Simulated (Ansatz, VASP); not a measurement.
AgCl: VASP beside Ansatz

```
Ag Cl
1.0
     0.00000    2.77315    2.66222
     2.77315    0.00000    2.66222
     2.77315    2.77315    0.00000
Ag Cl
1 1
Direct
  0.50000 0.50000 0.50000
  0.00000 0.00000 0.00000
```

Change from the starting cell: strain +0.000 along x and y, -0.040 along z, atoms carried along.

Alike in both runs: task single point; functional PBE; k mesh 8 × 8 × 8; occupations gaussian, width 0.05 eV; no spin polarisation.

|  | VASP | Ansatz |
| --- | --- | --- |
| version | VASP 6.6.1 | Ansatz 0.2.0 |
| potentials or method | VASP PAW PBE potentials, release 64 (Ag, Cl), cutoff 520 eV | scalar-relativistic, plane waves, PAW |
| valence electrons in the cell | 18 | 26 |

Ansatz gave:

```
gap on the k mesh at the Fermi level (eV)                     : 0.79
least direct gap on the mesh (eV)                             : 3.33
pressure (GPa)                                                : 4.1
traceless stress, the component that is largest in VASP (GPa) : 1.08
```

Question: What did VASP give for the same quantities?

Answer: gap on the k mesh at the Fermi level (eV): 0.79; least direct gap on the mesh (eV): 3.33; pressure (GPa): 3.9; traceless stress, the component that is largest in VASP (GPa): 1.06.

The functional is the same, so the differences come from potentials, cutoffs and numerics. VASP's potentials hold 18 valence electrons a cell and Ansatz's 26, so a difference there can come from the potentials and not from the codes.
